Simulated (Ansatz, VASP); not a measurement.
# One calculation of Sn, two programs

Contents of INCAR:

```
PREC = Accurate
ENCUT = 520
EDIFF = 1E-7
ISMEAR = 0
SIGMA = 0.15
LREAL = F
LASPH = T
NELM = 100
ALGO = Fast
ISIF = 2
LWAVE = F
LCHARG = T
GGA = PS
LELF = T
LVHAR = T
NBANDS = 13
```

KPOINTS

```
regular mesh
0
Gamma
  18 18 18
```

POSCAR

```
Sn
1.0
   -1.8946518192      1.8946518192      1.8662320419
    1.8946518192     -1.8946518192      1.8662320419
    1.8946518192      1.8946518192     -1.8662320419
Sn
1
Direct
    0.0000000000      0.0000000000      0.0000000000
```

Input for Ansatz:

```yaml
crystal:
  lattice:
    - [-1.8946518192, 1.8946518192, 1.8662320419]
    - [1.8946518192, -1.8946518192, 1.8662320419]
    - [1.8946518192, 1.8946518192, -1.8662320419]
  atoms:
    - { symbol: Sn, position: [0.0, 0.0, 0.0] }
basis:
  ecutwfc: 420
kpoints:
  mp_grid: { grid: [18, 18, 18] }
hamiltonian:
  xc: pbesol
scf:
  occupations: { method: gaussian, width: 0.15 }
output:
  forces: true
  stress: true
  eigenvalues: true
```

Change from the starting cell: strain +0.000 along x and y, -0.015 along z, atoms carried along.

Alike in both runs: task single point; functional PBEsol; k mesh 18 × 18 × 18; occupations gaussian, width 0.15 eV; no spin polarisation.

```csv
,VASP,Ansatz
version,VASP 6.6.1,Ansatz 0.2.0
potentials or method,"VASP PAW PBE potentials, release 64 (Sn_d), cutoff 520 eV","scalar-relativistic, plane waves, PAW"
valence electrons in the cell,14,14
```

```tsv
	VASP	Ansatz	Ansatz less VASP
gap on the k mesh at the Fermi level (eV)	none	none	-
pressure (GPa)	-1.2	-1.2	+0.01
traceless stress, the component that is largest in VASP (GPa)	-0.40	-0.40	0.000
```

VASP's potentials were made for PBE, not for PBEsol. A gap of «none» marks a metal or a gap that the smearing closes. With one functional, cell and mesh, what is left measures potentials, basis and numerics.
